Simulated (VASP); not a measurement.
# C (P4_2/mmc) in VASP: a series of runs

C is run at these levels: PBE; tasks: single point, relaxation of cell and atoms.

Program: VASP 6.6.1. These are calculated values, not measurements. Logs are shortened: lines on timing, memory, paths and dates and some standing lists are left out, and cuts for length are marked.

**1. The cell of the first run**

It takes space group P4_2/mmc (No. 131, tetragonal). Conventional cell: a = 3.574 Å, b = 3.574 Å, c = 4.335 Å, α = 90.00°, β = 90.00°, γ = 90.00°. Within 2.0 Å of C (site symmetry m) lie 4 C at 1.54 to 1.57 Å.

**2. Single point, PBE**

Contents of INCAR:

```
SYSTEM = C
  PREC = Accurate
  ENCUT = 520
  EDIFF = 1E-6
  ISMEAR = 0
  SIGMA = 0.02
  LREAL = .False.
  LASPH = .True.
  NELM = 100
  ALGO = Normal
  ISIF = 2
  LWAVE = .False.
  LCHARG = .False.
  GGA = PE
  NBANDS = 26
```

Contents of KPOINTS:

```
Automatic mesh
0
Gamma
  8 8 6
  0 0 0
```

Contents of POSCAR:

```
C
1.0
    3.5743114202      0.0000000000      0.0000000000
    0.0000000000      3.5743114202      0.0000000000
    0.0000000000      0.0000000000      4.3351434677
C
8
Direct
    0.7848873224      0.5000000000      0.1815931631
    0.5000000000      0.7848873224      0.6815931631
    0.5000000000      0.2151126776      0.6815931631
    0.7848873224      0.5000000000      0.8184068369
    0.2151126776      0.5000000000      0.8184068369
    0.2151126776      0.5000000000      0.1815931631
    0.5000000000      0.7848873224      0.3184068369
    0.5000000000      0.2151126776      0.3184068369
```

Potentials or basis: VASP PAW PBE potentials, release 64 (C).

The run is started by

```
$ cat potpaw_PBE.64/C/POTCAR > POTCAR
$ mpirun -np 1 vasp_std > vasp.out
```

OUTCAR:

```text
SYSTEM = C
   PREC = Accurate
   ENCUT = 520
   EDIFF = 1E-6
   ISMEAR = 0
   LREAL = .False.
   LASPH = .True.
   NELM = 100
   ISIF = 2
   GGA = PE

 ion  position               nearest neighbor table
   1  0.785  0.500  0.182-   6 1.54   7 1.56   8 1.56   4 1.57   6 2.04
   2  0.500  0.785  0.682-   3 1.54   4 1.56   5 1.56   7 1.57   3 2.04
   3  0.500  0.215  0.682-   2 1.54   4 1.56   5 1.56   8 1.57   2 2.04
   4  0.785  0.500  0.818-   5 1.54   3 1.56   2 1.56   1 1.57   5 2.04
   5  0.215  0.500  0.818-   4 1.54   3 1.56   2 1.56   6 1.57   4 2.04
   6  0.215  0.500  0.182-   1 1.54   7 1.56   8 1.56   5 1.57   1 2.04
   7  0.500  0.785  0.318-   8 1.54   6 1.56   1 1.56   2 1.57   8 2.04
   8  0.500  0.215  0.318-   7 1.54   6 1.56   1 1.56   3 1.57   7 2.04

  LATTYP: Found a simple tetragonal cell.
 ALAT       =     3.5743114202
 C/A-ratio  =     1.2128611523

  Lattice vectors:

 A1 = (   3.5743114202,   0.0000000000,   0.0000000000)
 A2 = (   0.0000000000,   3.5743114202,   0.0000000000)
 A3 = (   0.0000000000,   0.0000000000,   4.3351434677)

Analysis of symmetry for initial positions (statically):
=====================================================================
 Subroutine PRICEL returns:
 Original cell was already a primitive cell.

 Routine SETGRP: Setting up the symmetry group for a
 simple tetragonal supercell.

 Subroutine GETGRP returns: Found 16 space group operations
 (whereof  8 operations were pure point group operations)
 out of a pool of 16 trial point group operations.

The static configuration has the point symmetry D_2h.
 The point group associated with its full space group is D_4h.

Analysis of symmetry for dynamics (positions and initial velocities):
=====================================================================
 Subroutine PRICEL returns:
 Original cell was already a primitive cell.

 Routine SETGRP: Setting up the symmetry group for a
 simple tetragonal supercell.

 Subroutine GETGRP returns: Found 16 space group operations
 (whereof  8 operations were pure point group operations)
 out of a pool of 16 trial point group operations.

The dynamic configuration has the point symmetry D_2h.
 The point group associated with its full space group is D_4h.

 Subroutine INISYM returns: Found 16 space group operations
 (whereof  8 operations are pure point group operations),
 and found     1 'primitive' translations

----------------------------------------------------------------------------------------

                                     Primitive cell

  volume of cell :      55.3845

  direct lattice vectors                    reciprocal lattice vectors
     3.574311420  0.000000000  0.000000000     0.279774167  0.000000000  0.000000000
     0.000000000  3.574311420  0.000000000     0.000000000  0.279774167  0.000000000
     0.000000000  0.000000000  4.335143468     0.000000000  0.000000000  0.230672873

  length of vectors
     3.574311420  3.574311420  4.335143468     0.279774167  0.279774167  0.230672873

  position of ions in fractional coordinates (direct lattice)
     0.784887322  0.500000000  0.181593163
     0.500000000  0.784887322  0.681593163
     0.500000000  0.215112678  0.681593163
     0.784887322  0.500000000  0.818406837
     0.215112678  0.500000000  0.818406837
     0.215112678  0.500000000  0.181593163
     0.500000000  0.784887322  0.318406837
     0.500000000  0.215112678  0.318406837

  ion indices of the primitive-cell ions
   primitive index   ion index
                 1           1
                 2           2
                 3           3
                 4           4
                 5           5
                 6           6
                 7           7
                 8           8

----------------------------------------------------------------------------------------

 KPOINTS: Automatic mesh

Automatic generation of k-mesh.
 Grid dimensions read from file:
 generate k-points for:    8    8    6

 Generating k-lattice:

  Cartesian coordinates                     Fractional coordinates (reciprocal lattice)
     0.034971771  0.000000000  0.000000000     0.125000000  0.000000000  0.000000000
     0.000000000  0.034971771  0.000000000     0.000000000  0.125000000  0.000000000
     0.000000000  0.000000000  0.038445479     0.000000000  0.000000000  0.166666667

  Length of vectors
     0.034971771  0.034971771  0.038445479

  Shift w.r.t. Gamma in fractional coordinates (k-lattice)
     0.000000000  0.000000000  0.000000000

 Subroutine IBZKPT returns following result:
 ===========================================

 Found     60 irreducible k-points:

 Following reciprocal coordinates:
            Coordinates               Weight
  0.000000  0.000000  0.000000      1.000000
  0.125000  0.000000  0.000000      4.000000
  0.250000  0.000000  0.000000      4.000000
  0.375000  0.000000  0.000000      4.000000
  0.500000  0.000000  0.000000      2.000000
  0.125000  0.125000  0.000000      4.000000
[... 16 lines left out ...]
  0.375000  0.125000  0.166667     16.000000
  0.500000  0.125000  0.166667      8.000000
 [... further k-points ...]
   k-points           NKPTS =     60   k-points in BZ     NKDIM =     60   number of bands    NBANDS=     26
   number of dos      NEDOS =    301   number of ions     NIONS =      8
   total plane-waves  NPLWV =  25088
   dimension x,y,z NGX =    28 NGY =   28 NGZ =   32
   dimension x,y,z NGXF=    56 NGYF=   56 NGZF=   64
   ions per type =               8
   NGX,Y,Z   is equivalent  to a cutoff of  13.02, 13.02, 12.27 a.u.
   NGXF,Y,Z  is equivalent  to a cutoff of  26.05, 26.05, 24.54 a.u.
 SYSTEM =  C
   PREC   = accura    normal or accurate (medium, high low for compatibility)
   ISTART =      0    job   : 0-new  1-cont  2-samecut
   ICHARG =      2    charge: 1-file 2-atom 10-const
   ISPIN  =      1    spin polarized calculation?
   LNONCOLLINEAR =      F non collinear calculations
   LSORBIT =      F    spin-orbit coupling
   LASPH  =      T    aspherical Exc in radial PAW
   ENCUT  =  520.0 eV  38.22 Ry    6.18 a.u.   6.65  6.65  8.06*2*pi/ulx,y,z
   NELM   =    100;   NELMIN=  2; NELMDL= -5     # of ELM steps
   EDIFF  = 0.1E-05   stopping-criterion for ELM
   LREAL  =      F    real-space projection
   EDIFFG = 0.1E-04   stopping-criterion for IOM
   NSW    =      0    number of steps for IOM
   IBRION =     -1    ionic relax: 0-MD 1-quasi-New 2-CG
   NFREE  =      0    steps in history (QN), initial steepest desc. (CG)
   ISIF   =      2    stress and relaxation
   ISYM   =      2    0-nonsym 1-usesym 2-fastsym
   POTIM  = 0.5000    time-step for ionic-motion
   TEBEG  =    0.0;   TEEND  =   0.0 temperature during run
   PSTRESS=    0.0 pullay stress
   NELECT =      32.0000    total number of electrons
   NUPDOWN=      -1.0000    fix difference up-down
   EMIN   =  10.00;   EMAX   =-10.00  energy-range for DOS
   EFERMI =   0.00;   METHOD = LEGACY
   ISMEAR =     0;   SIGMA  =   0.02  broadening in eV -4-tet -1-fermi 0-gaus
   EFERMI_NEDOS =   21; number of points for ismear=-14 and -15
   IALGO  =     38    algorithm
   IMIX   =      4    mixing-type and parameters
     AMIX     =   0.40;   BMIX     =  1.00
     AMIX_MAG =   1.60;   BMIX_MAG =  1.00
  volume/ion in A,a.u.               =       6.92        46.72
  Fermi-wavevector in a.u.,A,eV,Ry     =   1.363522  2.576683 25.295837  1.859192
  Thomas-Fermi vector in A             =   2.489917
   LORBIT       =      0    0 simple, 1 ext, 2 COOP (PROOUT), +10 PAW based schemes
   GGA     = PE    functional components
   LHFCALC =     F    Hartree Fock is set to
   AEXX    =    0.0000 exact exchange contribution
   IVDW    =     0    specifies the selected vdW correction
   LEPSILON=     F    determine dielectric tensor
   LRPA    =     F    only Hartree local field effects (RPA)
 non-spin polarized calculation
 Gauss-broadening in eV      SIGMA  =   0.02
  energy-cutoff  :      520.00
  volume of cell :       55.38
 maximum number of plane-waves:      1512
 NGX is ok and might be reduce to    28
   NGX = 13   NGY = 13   NGZ = 17

 number of electron      31.9999994 magnetization

 Free energy of the ion-electron system (eV)
  ---------------------------------------------------
  ext. energy  EPLUGINS =         0.00000000
  ---------------------------------------------------
  free energy    TOTEN  =       -67.87513555 eV

  energy without entropy =      -67.87513555  energy(sigma->0) =      -67.87513555

 E-fermi :   6.9737     XC(G=0): -11.7566

 val. band max:        6.7817076858   @ k =   0.0000   0.0000   0.0000
 cond. band min:       8.5109153709   @ k =   0.5000   0.5000   0.0000
 fundamental gap:      1.7292076851
 Fermi energy:         6.9736607271

 k-point     1 :       0.0000    0.0000    0.0000
  band No.  band energies     occupation
      1     -13.8304      2.00000
      2      -8.8244      2.00000
      3      -8.2565      2.00000
      4      -4.7493      2.00000
      5      -3.6759      2.00000
      6      -3.6759      2.00000
[... 18 lines left out ...]
     25      19.5573      0.00000
     26      19.6674      0.00000

 k-point     2 :       0.1250    0.0000    0.0000
  band No.  band energies     occupation
      1     -13.7290      2.00000
      2      -8.7456      2.00000
      3      -8.3567      2.00000
      4      -5.5744      2.00000
      5      -3.5776      2.00000
      6      -3.3286      2.00000
[... 18 lines left out ...]
     25      18.6023      0.00000
     26      19.3027      0.00000

 k-point     3 :       0.2500    0.0000    0.0000
  band No.  band energies     occupation
      1     -13.4482      2.00000
      2      -8.7781      2.00000
      3      -8.5344      2.00000
      4      -6.3812      2.00000
      5      -3.3097      2.00000
      6      -3.0107      2.00000
[... 572 lines left out ...]
 k-point    23 :       0.3750    0.1250    0.1667
  band No.  band energies     occupation
      1     -12.8192      2.00000
      2      -9.5766      2.00000
      3      -8.7383      2.00000
      4      -6.5231      2.00000
      5      -4.1922      2.00000
      6      -3.1844      2.00000
[... 18 lines left out ...]
     25      18.0991      0.00000
     26      18.1735      0.00000

 k-point    24 :       0.5000    0.1250    0.1667
  band No.  band energies     occupation
      1     -12.6266      2.00000
      2      -9.6509      2.00000
      3      -8.9470      2.00000
      4      -6.4910      2.00000
      5      -4.5390      2.00000
      6      -3.0093      2.00000
[... 18 lines left out ...]
     25      17.9925      0.00000
     26      18.1705      0.00000

 [... further k-points ...]
[... 5 lines left out ...]
  --------------------------------------------------------------------------------------
  -------------------------------------------------------------------------------------
  Total        0.1583929      0.1583929      0.1755146     -0.0000000      0.0000000      0.0000000
  in kB        4.5820307      4.5820307      5.0773333     -0.0000000      0.0000000      0.0000000
  external PRESSURE =       4.7471316 kB  Pullay stress =       0.0000000 kB

 VOLUME and BASIS-vectors are now :
 -----------------------------------------------------------------------------
  energy-cutoff  :      520.00
  volume of cell :       55.38
      direct lattice vectors                 reciprocal lattice vectors
     3.574311420  0.000000000  0.000000000     0.279774167  0.000000000  0.000000000
     0.000000000  3.574311420  0.000000000     0.000000000  0.279774167  0.000000000
     0.000000000  0.000000000  4.335143468     0.000000000  0.000000000  0.230672873

 POSITION                                       TOTAL-FORCE (eV/Angst)
 -----------------------------------------------------------------------------------
      2.80543      1.78716      0.78723         0.017129      0.000000      0.006706
      1.78716      2.80543      2.95480        -0.000000      0.017129      0.006706
      1.78716      0.76888      2.95480         0.000000     -0.017129      0.006706
      2.80543      1.78716      3.54791         0.017129      0.000000     -0.006706
      0.76888      1.78716      3.54791        -0.017129      0.000000     -0.006706
      0.76888      1.78716      0.78723        -0.017129      0.000000      0.006706
      1.78716      2.80543      1.38034        -0.000000      0.017129     -0.006706
      1.78716      0.76888      1.38034         0.000000     -0.017129     -0.006706
 -----------------------------------------------------------------------------------
    total drift:                                0.000000     -0.000000     -0.000000

  FREE ENERGIE OF THE ION-ELECTRON SYSTEM (eV)
  ---------------------------------------------------
  free  energy   TOTEN  =       -67.8751355478 eV

  energy  without entropy=      -67.8751355478  energy(sigma->0) =      -67.87513555
```

It took 69 s on 1 thread of Intel Xeon Platinum 8259CL at 2.50GHz (Skylake/Cascade Lake), shared host; peak memory 0.19 GiB.

What came out:

| Property | Result |
| --- | --- |
| Free energy | -67.8751 eV |
| Pressure | 0.5 GPa |
| Largest force | 0.018 eV/Å |
| Band gap on the k mesh | 1.73 eV, indirect (least direct gap 2.24 eV) |

Forces on the atoms (eV/Å):
```
C    0.017  0.000  0.007
C    0.000  0.017  0.007
C    0.000 -0.017  0.007
C    0.017  0.000 -0.007
C   -0.017  0.000 -0.007
C   -0.017  0.000  0.007
C    0.000  0.017 -0.007
C    0.000 -0.017 -0.007
```

**3. Relaxation of cell and atoms, PBE**

Contents of INCAR:

```
SYSTEM = C
ALGO = Normal ; EDIFF = 1E-6
EDIFFG = -0.01 ; ENCUT = 600
GGA = PE ; IBRION = 2
ISIF = 3 ; ISMEAR = 0
LASPH = .True. ; LCHARG = .False.
LREAL = .False. ; LWAVE = .False.
NELM = 100 ; NSW = 100
PREC = Accurate ; SIGMA = 0.02
```

Contents of KPOINTS:

```
k-points
0
Gamma
  8 8 6
  0 0 0
```

Contents of POSCAR:

```
C
1.0
    3.5747130727      0.0000000000      0.0000000000
    0.0000000000      3.5747130727      0.0000000000
    0.0000000000      0.0000000000      4.3351783027
C
8
Direct
    0.7848232078      0.5000000000      0.1815813814
    0.5000000000      0.7848232078      0.6815813814
    0.5000000000      0.2151767922      0.6815813814
    0.7848232078      0.5000000000      0.8184186186
    0.2151767922      0.5000000000      0.8184186186
    0.2151767922      0.5000000000      0.1815813814
    0.5000000000      0.7848232078      0.3184186186
    0.5000000000      0.2151767922      0.3184186186
```

Potentials or basis: VASP PAW PBE potentials, release 64 (C).

The run is started by

```
$ cat potpaw_PBE.64/C/POTCAR > POTCAR
$ mpirun -np 1 vasp_std > vasp.out
```

OUTCAR:

```text
SYSTEM = C
   EDIFF = 1E-6
   EDIFFG = -0.01
   ENCUT = 600
   GGA = PE
   IBRION = 2
   ISIF = 3
   ISMEAR = 0
   LASPH = .True.
   LREAL = .False.
   NELM = 100
   NSW = 100
   PREC = Accurate

 ion  position               nearest neighbor table
   1  0.785  0.500  0.182-   6 1.54   7 1.56   8 1.56   4 1.57   6 2.04
   2  0.500  0.785  0.682-   3 1.54   4 1.56   5 1.56   7 1.57   3 2.04
   3  0.500  0.215  0.682-   2 1.54   4 1.56   5 1.56   8 1.57   2 2.04
   4  0.785  0.500  0.818-   5 1.54   3 1.56   2 1.56   1 1.57   5 2.04
   5  0.215  0.500  0.818-   4 1.54   3 1.56   2 1.56   6 1.57   4 2.04
   6  0.215  0.500  0.182-   1 1.54   7 1.56   8 1.56   5 1.57   1 2.04
   7  0.500  0.785  0.318-   8 1.54   6 1.56   1 1.56   2 1.57   8 2.04
   8  0.500  0.215  0.318-   7 1.54   6 1.56   1 1.56   3 1.57   7 2.04

  LATTYP: Found a simple tetragonal cell.
 ALAT       =     3.5747130727
 C/A-ratio  =     1.2127346208

  Lattice vectors:

 A1 = (   3.5747130727,   0.0000000000,   0.0000000000)
 A2 = (   0.0000000000,   3.5747130727,   0.0000000000)
 A3 = (   0.0000000000,   0.0000000000,   4.3351783027)

Analysis of symmetry for initial positions (statically):
=====================================================================
[... 191 lines left out ...]

  FORCE on cell =-STRESS in cart. coord.  units (eV):
  Direction    XX          YY          ZZ          XY          YZ          ZX
  --------------------------------------------------------------------------------------
  -------------------------------------------------------------------------------------
  Total       -0.0401477     -0.0401477      0.0136362     -0.0000000      0.0000000      0.0000000
  in kB       -1.1611318     -1.1611318      0.3943801     -0.0000000      0.0000000      0.0000000
  external PRESSURE =      -0.6426279 kB  Pullay stress =       0.0000000 kB
[... 71 lines left out ...]
--------------------------------------- Ionic step        3  -------------------------------------------

 number of electron      31.9999994 magnetization

 Free energy of the ion-electron system (eV)
  ---------------------------------------------------
  ext. energy  EPLUGINS =         0.00000000
  ---------------------------------------------------
  free energy    TOTEN  =       -67.89050764 eV

  energy without entropy =      -67.89050764  energy(sigma->0) =      -67.89050764

 E-fermi :   6.9183     XC(G=0): -11.7561

 val. band max:        6.7812047920   @ k =   0.0000   0.0000   0.0000
 cond. band min:       8.5065725151   @ k =   0.5000   0.5000   0.0000
 fundamental gap:      1.7253677231
 Fermi energy:         6.9182675082

 k-point     1 :       0.0000    0.0000    0.0000
  band No.  band energies     occupation
      1     -13.8297      2.00000
      2      -8.8236      2.00000
      3      -8.2608      2.00000
      4      -4.7505      2.00000
      5      -3.6774      2.00000
      6      -3.6774      2.00000
[... 565 lines left out ...]
     20      13.1236      0.00000
     21      14.7115      0.00000

 [... further k-points ...]
[... 5 lines left out ...]
  --------------------------------------------------------------------------------------
  -------------------------------------------------------------------------------------
  Total       -0.0295709     -0.0295709     -0.0057573      0.0000000      0.0000000      0.0000000
  in kB       -0.8553311     -0.8553311     -0.1665270      0.0000000      0.0000000      0.0000000
  external PRESSURE =      -0.6257298 kB  Pullay stress =       0.0000000 kB
[... 23 lines left out ...]
  FREE ENERGIE OF THE ION-ELECTRON SYSTEM (eV)
  ---------------------------------------------------
  free  energy   TOTEN  =       -67.8905076443 eV

  energy  without entropy=      -67.8905076443  energy(sigma->0) =      -67.89050764

 reached required accuracy - stopping structural energy minimisation
```

It took 2.6 min on 1 thread of Intel Xeon Platinum 8259CL at 2.50GHz (Skylake/Cascade Lake), shared host; peak memory 0.2 GiB.

What came out:

```
Free energy                            : -67.8905 eV
Relaxed volume                         : 6.92 Å³/atom
Relaxed cell                           : a = 3.574 Å, b = 3.574 Å, c = 4.335 Å, α = 90.00°, β = 90.00°, γ = 90.00°
Space group after relaxing (to 0.05 Å) : P4_2/mmc (No. 131)
Energy gained by relaxing              : 0.0 meV/atom
Ionic steps                            : 3
Pressure after relaxing                : -0.1 GPa
Largest force after relaxing           : 0.004 eV/Å
Band gap on the k mesh                 : 1.73 eV, indirect (least direct gap 2.23 eV)
```

Forces in eV/Å, atoms in the order of the input:
```
C   -0.002  0.000  0.004
C    0.000 -0.002  0.004
C    0.000  0.002  0.004
C   -0.002  0.000 -0.004
C    0.002  0.000 -0.004
C    0.002  0.000  0.004
C    0.000 -0.002 -0.004
C    0.000  0.002 -0.004
```

Final structure:
```
C
1.0
     3.57448    0.00000    0.00000
     0.00000    3.57448    0.00000
     0.00000    0.00000    4.33528
C
8
Direct
  0.78494 0.50000 0.18160
  0.50000 0.78494 0.68160
  0.50000 0.21506 0.68160
  0.78494 0.50000 0.81840
  0.21506 0.50000 0.81840
  0.21506 0.50000 0.18160
  0.50000 0.78494 0.31840
  0.50000 0.21506 0.31840
```

A k mesh can miss the band edges. As with any semilocal functional, this PBE gap is likely too small.
